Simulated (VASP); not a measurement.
Crystal: P.

```xyz
5
Lattice="3.4575 1.9962 2.0497 -3.4575 1.9962 2.0497 0.0000 -3.9923 2.0497" Properties=species:S:1:pos:R:3 pbc="T T T"
P     0.0000    0.0000    2.0264
P     0.0000    0.0000    4.1228
P     0.7757    1.9962    2.0497
P    -2.1166   -0.3263    2.0497
P     1.3409   -1.6699    2.0497
```

```yaml
Program: VASP 6.6.1
Task: relaxation of cell and atoms
Functional: PBE
Potentials_or_basis: VASP PAW PBE potentials, release 64 (P)
Cutoff: 600 eV
k_mesh: 6 × 6 × 6
Occupations: gaussian, width 0.1 eV
Spin: no spin polarisation
```

At the start: pressure 23.4 GPa; volume 16.98 Å³/atom.

Question: Where does the relaxation end?

Answer: Over 33 steps the energy falls by 410.3 meV/atom and the volume is 19.26 Å³/atom (+13.4 %); space group R32 (No. 155, to 0.05 Å).

Step by step:
```
step  energy change (eV)  largest force (eV/Å)  pressure (GPa)  volume (Å³)
   1              0.0000                2.1939           23.41        84.88
   2             -0.8958                1.5140           -6.23       119.14
   3             -1.3028                0.7653            0.77       104.08
   4             -1.4025                0.5494            0.54       106.26
   5             -1.4184                0.4035            0.57       107.53
   6             -1.4411                0.2825            0.01       109.58
   7             -1.4421                0.2543           -0.11       110.10
   8             -1.4515                0.1076           -0.45       110.08
   9             -1.4515                0.1107           -0.44       110.08
  10             -1.4595                0.0726            0.15       109.05
  11             -1.4629                0.1850            0.86       107.86
  12             -1.4684                0.1808            0.87       107.87
  13             -1.4866                0.1720            0.86       107.87
  14             -1.5229                0.1537            0.79       107.82
  15             -1.6472                0.1837            0.13       107.54
  16             -1.8397                0.3061           -2.03       106.21
  17             -0.4088                2.1038           -6.58       100.22
  18             -1.7982                0.7866           -1.47       105.98
  19             -1.8039                0.7802           -2.03       105.63
  20             -1.8029                0.7825           -1.72       105.83
  21             -1.8083                0.7547           -1.90       105.72
  22             -1.8148                0.8120           -2.43       105.38
  23             -1.8265                0.7980           -2.37       105.10
  24             -1.8603                0.7546           -2.17       104.25
  25             -1.9202                0.6582           -1.73       102.57
  26             -2.0018                0.6033           -0.53        99.22
  27             -1.9446                0.8662            3.28        92.53
  28             -2.0138                0.6526            0.88        96.51
  29             -2.0368                0.3537            0.37        96.54
  30             -2.0498                0.0638           -0.18        96.57
  31             -2.0504                0.0456           -0.30        96.57
  32             -2.0505                0.0394           -0.34        96.58
  33             -2.0515                0.0169           -0.12        96.29
```

Final structure:
```
P
1.0
     4.12320    2.38053    1.63507
    -4.12320    2.38053    1.63507
     0.00000   -4.76106    1.63507
P
5
Direct
  0.26742 0.26742 0.26742
  0.73258 0.73258 0.73258
  0.55975 0.44025 0.00000
  0.00000 0.55975 0.44025
  0.44025 0.00000 0.55975
```
